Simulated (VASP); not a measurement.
# Cs (I4/mmm) in VASP: notebook, part 2 of 2

VASP 6.6.1.

**3. Relaxation of cell and atoms, BLYP+D3(BJ)**

INCAR

```
SYSTEM = Cs
PREC = Accurate
ENCUT = 500
EDIFF = 1E-7
ISMEAR = 1
SIGMA = 0.15
LREAL = .FALSE.
LASPH = .TRUE.
NELM = 120
ALGO = Normal
ISIF = 3
LWAVE = .FALSE.
LCHARG = .FALSE.
GGA = B5
ALDAX = 1.0
AGGAX = 1.0
AGGAC = 1.0
ALDAC = 0.0
IVDW = 12
VDW_S6 = 1.0
VDW_S8 = 2.6996
VDW_A1 = 0.4298
VDW_A2 = 4.2359
IBRION = 2
NSW = 80
EDIFFG = -0.01
GGA_COMPAT = .FALSE.
NELMIN = 4
```

KPOINTS

```
regular mesh
0
G
  7 7 7
  0 0 0
```

POSCAR

```
Cs
1.0
   -2.7500750000      2.7500750000      4.0972400000
    2.7500750000     -2.7500750000      4.0972400000
    2.7500750000      2.7500750000     -4.0972400000
Cs
1
Direct
    0.0000000000      0.0000000000      0.0000000000
```

Potentials or basis: VASP PAW PBE potentials, release 64 (Cs_sv).

The run is started by

```sh
$ cat potpaw_PBE.64/Cs_sv/POTCAR > POTCAR
$ mpirun -np 1 vasp_std > vasp.out
```

OUTCAR:

```text
SYSTEM = Cs
   PREC = Accurate
   ENCUT = 500
   EDIFF = 1E-7
   ISMEAR = 1
   LREAL = .FALSE.
   LASPH = .TRUE.
   NELM = 120
   ISIF = 3
   GGA = B5
   IVDW = 12
   IBRION = 2
   NSW = 80
   EDIFFG = -0.01
   NELMIN = 4
 IVDW          = 12

 ion  position               nearest neighbor table
   1  0.000  0.000  0.000-

  LATTYP: Found a body centered tetragonal cell.
 ALAT       =     5.5001500000
 C/A-ratio  =     1.4898648219

  Lattice vectors:

 A1 = (  -2.7500750000,   2.7500750000,   4.0972400000)
 A2 = (   2.7500750000,  -2.7500750000,   4.0972400000)
 A3 = (   2.7500750000,   2.7500750000,  -4.0972400000)

Analysis of symmetry for initial positions (statically):
=====================================================================
 Subroutine PRICEL returns:
 Original cell was already a primitive cell.

[... 441 lines left out ...]

 number of electron       9.0000000 magnetization

 Free energy of the ion-electron system (eV)
  ---------------------------------------------------
  ext. energy  EPLUGINS =         0.00000000
  ---------------------------------------------------
  free energy    TOTEN  =        -0.51101697 eV

  energy without entropy =       -0.51209332  energy(sigma->0) =       -0.51137575

 E-fermi :   1.1458     XC(G=0):  -5.2083

 val. band max:        1.0505278355   @ k =  -0.4286   0.2857   0.0000
 cond. band min:       1.2099993827   @ k =  -0.4286  -0.4286   0.4286
 fundamental gap:      0.1594715471
 Fermi energy:         1.1458354404

 k-point     1 :       0.0000    0.0000    0.0000
  band No.  band energies     occupation
      1     -22.7982      2.00000
      2      -9.5704      2.00000
      3      -9.5698      2.00000
      4      -9.5698      2.00000
      5      -0.6289      2.00000
      6       3.4030     -0.00000
      7       3.4378     -0.00000
      8       3.4378     -0.00000
[... 243 lines left out ...]
 k-point    24 :      -0.4286    0.4286    0.1429
  band No.  band energies     occupation
      1     -22.7862      2.00000
      2      -9.7190      2.00000
      3      -9.6521      2.00000
      4      -9.6334      2.00000
      5       1.5033     -0.00384
      6       2.1669     -0.00000
      7       2.5482     -0.00000
      8       3.9498     -0.00000

 [... further k-points ...]

------------------------ aborting loop because EDIFF is reached ----------------------------------------

 Edisp (eV)   -0.25293

 E8    (eV) :    -0.2124
[... 24 lines left out ...]
  FREE ENERGIE OF THE ION-ELECTRON SYSTEM (eV)
  ---------------------------------------------------
  free  energy   TOTEN  =        -0.7639465516 eV

  energy  without entropy=       -0.7650228967  energy(sigma->0) =       -0.76430533

 reached required accuracy - stopping structural energy minimisation
```

OSZICAR:

```text
N       E                     dE             d eps       ncg     rms          rms(c)
DAV:   1     0.538134026855E+02    0.53813E+02   -0.28058E+03   640   0.743E+02
DAV:   2     0.440069547817E+01   -0.49413E+02   -0.48517E+02   856   0.120E+02
DAV:   3    -0.457791174776E+00   -0.48585E+01   -0.48576E+01   640   0.458E+01
[... 76 lines left out ...]
DAV:   6    -0.511016674818E+00   -0.11385E-05   -0.19982E-06   936   0.905E-03    0.107E-02
DAV:   7    -0.511016685375E+00   -0.10556E-07   -0.45269E-06   696   0.155E-02    0.116E-03
DAV:   8    -0.511016819300E+00   -0.13393E-06   -0.31367E-07   880   0.321E-03    0.476E-04
DAV:   9    -0.511016993303E+00   -0.17400E-06   -0.57557E-07   688   0.394E-03    0.120E-03
DAV:  10    -0.511016970231E+00    0.23071E-07   -0.27231E-08   464   0.150E-03
   8 F= -.76394655E+00 E0= -.76430533E+00  d E =-.327820E-03
```

Wall time 3.7 min (1 thread of AMD EPYC 9R45 (Zen 5), shared host); peak memory 0.25 GiB.

What came out:

```yaml
Free_energy: -0.7639 eV
Relaxed_volume: 105.64 Å³/atom
Relaxed_cell: a = 5.315 Å, b = 5.315 Å, c = 5.315 Å, α = 120.32°, β = 120.32°, γ = 89.44°
Space_group_after_relaxing_to_0.1_Å: Fm-3m (No. 225)
Energy_gained_by_relaxing: 18.6 meV/atom
Ionic_steps: 8
Pressure_after_relaxing: 0.0 GPa
Band_gap_on_the_k_mesh: zero (an odd number of electrons rules out a gap without spin polarisation)
Dispersion_energy_per_atom: -0.253 eV
```

The path:
| step | energy change (eV) | largest force (eV/Å) | pressure (GPa) | volume (Å³) |
| --- | --- | --- | --- | --- |
| 1 | 0.0000 | 0.0000 | -0.28 | 123.95 |
| 2 | -0.0062 | 0.0000 | -0.24 | 120.13 |
| 3 | -0.0174 | 0.0000 | -0.07 | 109.14 |
| 4 | -0.0182 | 0.0000 | 0.02 | 104.84 |
| 5 | -0.0182 | 0.0000 | 0.00 | 105.44 |
| 6 | -0.0183 | 0.0000 | 0.01 | 105.47 |
| 7 | -0.0184 | 0.0000 | 0.00 | 105.53 |
| 8 | -0.0186 | 0.0000 | 0.00 | 105.64 |

Final structure:
```yaml
crystal:
  lattice:
    - [-2.64442, 2.64442, 3.77663]
    - [2.64442, -2.64442, 3.77663]
    - [2.64442, 2.64442, -3.77663]
  atoms:
    - { symbol: Cs, position: [0.00000, 0.00000, 0.00000] }
```

Levels at points of the mesh, in eV from the Fermi level:
```csv
k point,band 1,band 2,band 3,band 4,band 5,band 6,band 7,band 8
"(0.00, 0.00, 0.00)",-23.94,-10.72,-10.72,-10.72,-1.77,2.26,2.29,2.29
```

Caveat: the PAW data sets were made with another functional, which shifts forces and pressure a little; spin-orbit coupling is left out, which moves the levels of the heavy elements.

**4. Relaxation of cell and atoms, PBEsol**

INCAR

```
PREC = Accurate ; ENCUT = 500
EDIFF = 1E-7 ; ISMEAR = 1
SIGMA = 0.15 ; LREAL = False
LASPH = True ; NELM = 120
ALGO = Normal ; ISIF = 3
LWAVE = False ; LCHARG = False
GGA = PS ; IBRION = 2
NSW = 80 ; EDIFFG = -0.01
GGA_COMPAT = False ; NELMIN = 4
```

KPOINTS

```
regular mesh
0
Gamma
  7 7 7
```

POSCAR is that of step 3.

The run is started by

```sh
$ cat potpaw_PBE.64/Cs_sv/POTCAR > POTCAR
$ mpirun -np 1 vasp_std > vasp.out
```

Wall time 1.8 min (1 thread of AMD EPYC 9R45 (Zen 5), shared host); peak memory 0.25 GiB.

Results (log left out):

```
Free energy                           : -0.9510 eV
Relaxed volume                        : 107.68 Å³/atom
Relaxed cell                          : a = 5.339 Å, b = 5.339 Å, c = 5.339 Å, α = 119.96°, β = 119.96°, γ = 90.06°
Space group after relaxing (to 0.1 Å) : Fm-3m (No. 225)
Energy gained by relaxing             : 13.9 meV/atom
Ionic steps                           : 9
Pressure after relaxing               : 0.0 GPa
Band gap on the k mesh                : zero (an odd number of electrons rules out a gap without spin polarisation)
```

The path:
| step | energy change (eV) | largest force (eV/Å) | pressure (GPa) | volume (Å³) |
| --- | --- | --- | --- | --- |
| 1 | 0.0000 | 0.0000 | -0.23 | 123.95 |
| 2 | -0.0043 | 0.0000 | -0.20 | 120.78 |
| 3 | -0.0125 | 0.0000 | -0.07 | 111.58 |
| 4 | -0.0005 | 0.0000 | 0.35 | 94.60 |
| 5 | -0.0134 | 0.0000 | -0.01 | 107.99 |
| 6 | -0.0134 | 0.0000 | 0.01 | 107.49 |
| 7 | -0.0135 | 0.0000 | 0.01 | 107.52 |
| 8 | -0.0137 | 0.0000 | 0.01 | 107.58 |
| 9 | -0.0139 | 0.0000 | 0.00 | 107.68 |

Final structure:
```
Cs
1.0
    -2.67103    2.67103    3.77322
     2.67103   -2.67103    3.77322
     2.67103    2.67103   -3.77322
Cs
1
Direct
  0.00000 0.00000 0.00000
```

Levels at points of the mesh, in eV from the Fermi level:
```tsv
k point	band 3	band 4	band 5	band 6	band 7	band 8
(0.00, 0.00, 0.00)	-10.56	-10.56	-1.80	2.44	2.44	2.45
```

Caveat: the PAW data sets were made with another functional, which shifts forces and pressure a little; spin-orbit coupling is left out, which moves the levels of the heavy elements.

**5. The runs side by side**

```tsv
level	gap on the mesh (eV)	pressure (GPa)	relaxed volume (Å³/atom)
PBEsol+D3(BJ)	none	0.0	98.79
BLYP+D3(BJ)	none	0.0	105.64
PBEsol	none	0.0	107.68
```

Alike in all rows: task relaxation of cell and atoms; potentials or basis VASP PAW PBE potentials, release 64 (Cs_sv); no spin polarisation; cell relaxed; k mesh 7 × 7 × 7; cutoff (eV) 500; smearing methfessel-paxton 0.15 eV.

Caveats: the PAW data sets were made with another functional, which shifts forces and pressure a little; spin-orbit coupling is left out, which moves the levels of the heavy elements; the volume moved by over 15 % at a fixed basis, so the end points are rough (at least some runs).

Absolute energies hang on the potentials; compare differences alone.
